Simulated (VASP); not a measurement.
Wanted: the native input for a VASP 6.6.1 run.

```yaml
Task: relaxation of cell and atoms
Functional: PBE
Potentials_or_basis: VASP PAW PBE potentials, release 64 (Cs_sv, Zn)
Cutoff: 600 eV
k_mesh: 4 × 4 × 4
Occupations: gaussian, width 0.1 eV
Spin: no spin polarisation
Dipole_correction: no
Further_INCAR_settings: ALGO = Fast; EDIFF = 1e-06; IBRION = 2; EDIFFG = -0.04; NSW = 90; ISIF = 3
```

The structure of Cs4Zn lies in POSCAR:

```
Cs4Zn
1.0
   -3.1011432000      3.1011432000      3.4469418900
    3.1011432000     -3.1011432000      3.4469418900
    3.1011432000      3.1011432000     -3.4469418900
Cs Zn
4 1
Direct
    0.4318371600      0.9318371600      0.8636743200
    0.0681628400      0.5681628400      0.1363256800
    0.9318371600      0.0681628400      0.5000000000
    0.5681628400      0.4318371600      0.5000000000
    0.5000000000      0.5000000000      0.0000000000
```

The cell was generated, and may not be a known phase.

One way to write it, as run:

INCAR

```
SYSTEM = Cs4Zn
PREC = Accurate ; ENCUT = 600
EDIFF = 1E-6 ; ISMEAR = 0
SIGMA = 0.1 ; LREAL = .False.
LASPH = .True. ; NELM = 100
ALGO = Fast ; ISIF = 3
LWAVE = .False. ; LCHARG = .False.
GGA = PE ; IBRION = 2
NSW = 90 ; EDIFFG = -0.04
```

KPOINTS

```
regular mesh
0
Gamma
  4 4 4
  0 0 0
```

Potentials or basis: VASP PAW PBE potentials, release 64 (Cs_sv, Zn).

Command:

```bash
$ cat potpaw_PBE.64/Cs_sv/POTCAR potpaw_PBE.64/Zn/POTCAR > POTCAR
$ mpirun -np 1 vasp_std > vasp.out
```

Results of the run:

| Item | Value |
| --- | --- |
| Relaxed volume | 83.71 Å³/atom |
| Relaxed cell | a = 8.164 Å, b = 8.164 Å, c = 8.164 Å, α = 108.49°, β = 108.49°, γ = 111.45° |
| Space group after relaxing (to 0.1 Å) | I422 (No. 97) |
| Energy gained by relaxing | 1816.8 meV/atom |
| Ionic steps | 4 |
| Pressure after relaxing | -0.1 GPa |
| Largest force after relaxing | 0.018 eV/Å |
| Band gap on the k mesh | zero (bands 24 and 25 overlap by 0.95 eV) |

Caveat: the volume moved by over 15 % at a fixed basis, so the end points are rough; spin-orbit coupling is left out, which moves the levels of the heavy elements.

It took 8.2 min on 1 thread of Intel(R) Xeon(R) Platinum 8375C CPU @ 2.90GHz (Ice Lake), on a shared host, peak memory 0.36 GiB.
